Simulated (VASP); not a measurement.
Write the native input for VASP 6.6.1 that does the following.

| Quantity | Value |
| --- | --- |
| Task | relaxation of cell and atoms |
| Functional | PBE |
| Dispersion | D3(BJ) |
| Potentials or basis | VASP PAW PBE potentials, release 64 (Pb_d, O) |
| Cutoff | 600 eV |
| k mesh | 6 × 6 × 6 |
| Occupations | fermi-dirac, width 0.02 eV |
| Spin | no spin polarisation |
| Dipole correction | no |
| Further INCAR settings | ALGO = Normal; EDIFF = 1e-06; IBRION = 2; EDIFFG = -0.005; NSW = 80; ISIF = 3 |

The structure of PbO (Litharge) lies in POSCAR:

```
PbO
1.0
    3.9900000000      0.0000000000      0.0000000000
    0.0000000000      3.9900000000      0.0000000000
    0.0000000000      0.0000000000      5.0100000000
Pb O
2 2
Direct
    0.0000000000      0.5000000000      0.2400000000
    0.5000000000      0.0000000000      0.7600000000
    0.0000000000      0.0000000000      0.0000000000
    0.5000000000      0.5000000000      0.0000000000
```

These files were run (other wordings do the same):

INCAR

```
SYSTEM = PbO
PREC = Accurate
ENCUT = 600
EDIFF = 1E-6
ISMEAR = -1
SIGMA = 0.02
LREAL = .FALSE.
LASPH = .TRUE.
NELM = 80
ALGO = Normal
ISIF = 3
LWAVE = .FALSE.
LCHARG = .FALSE.
GGA = PE
IVDW = 12
IBRION = 2
NSW = 80
EDIFFG = -0.005
```

KPOINTS

```
regular mesh
0
G
  6 6 6
  0 0 0
```

Potentials or basis: VASP PAW PBE potentials, release 64 (Pb_d, O).

Launch:

```bash
$ cat potpaw_PBE.64/Pb_d/POTCAR potpaw_PBE.64/O/POTCAR > POTCAR
$ mpirun -np 1 vasp_std > vasp.out
```

Results of the run:

The relaxed volume is 20.20 Å³/atom, the relaxed cell is a = 4.036 Å, b = 4.036 Å, c = 4.961 Å, α = 90.00°, β = 90.00°, γ = 90.00° and the space group after relaxing (to 0.05 Å) is P4/nmm (No. 129). The energy gained by relaxing is 1.9 meV/atom and the ionic steps are 14. The pressure after relaxing is 0.0 GPa, the largest force after relaxing is 0.004 eV/Å and the band gap on the k mesh is 1.26 eV, indirect (least direct gap 2.15 eV). The dispersion energy per atom is -0.235 eV.

Caveat: spin-orbit coupling is left out, which moves the levels of the heavy elements.

Wall time 11 min on 1 thread of Intel Xeon 8259CL, with other jobs on the host, peak memory 0.27 GiB.
